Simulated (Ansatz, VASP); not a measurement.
**Ag: VASP beside Ansatz**

```
Ag
1.0
     0.00000    2.04310    2.00224
     2.04310    0.00000    2.00224
     2.04310    2.04310    0.00000
Ag
1
Direct
  0.00000 0.00000 0.00000
```

Change from the starting cell: zz strain of -2 %, crystal datasets.

Alike in both runs: task electric field gradients; functional LDA; k mesh 15 × 15 × 15; occupations fermi-dirac, width 0.05 eV; no spin polarisation.

|  | VASP | Ansatz |
| --- | --- | --- |
| version | VASP 6.6.1 | Ansatz 0.2.0 |
| potentials or method | VASP PAW LDA potentials, release 64 (Ag), cutoff 400 eV | all-electron PAW with datasets made for the crystal, scalar-relativistic |

```csv
,VASP,Ansatz,Ansatz less VASP
pressure (GPa),-5.6,-5.4,+0.22
"traceless stress, the component that is largest in VASP (GPa)",0.06,0.07,+0.008
size of Vzz on the site where it differs most (V/Å²),1.1,1.9,+0.73
```

LDA's correlation is that of Perdew and Zunger in VASP and of Perdew and Wang (1992) in Ansatz. Ansatz ran all-electron here, and VASP with PAW potentials.
